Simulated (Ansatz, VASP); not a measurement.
# Two plane-wave programs on Re

```xyz
1
Lattice="2.5805 0.0000 0.0000 0.0000 2.5805 0.0000 0.0000 0.0000 2.5805" Properties=species:S:1:pos:R:3 pbc="T T T"
Re    0.0000    0.0000    0.0000
```

Alike in both runs: task single point; functional PBE; k mesh 14 × 14 × 14; occupations fermi-dirac, width 0.1 eV; no spin polarisation.

```csv
,VASP,Ansatz
version,VASP 6.6.1,Ansatz 0.2.0
potentials or method,"VASP PAW PBE potentials, release 64 (Re_sv_GW), cutoff 500 eV","plane waves (420 eV) with PAW, scalar-relativistic"
valence electrons in the cell,15,15
```

Ansatz gave:

| Item | Value |
| --- | --- |
| pressure (GPa) | -0.6 |

Problem. Which values does VASP return?

Solution. Pressure (GPa): -2.6.

With one functional, cell and mesh, what is left measures potentials, basis and numerics.

Neither program's run includes spin-orbit coupling.
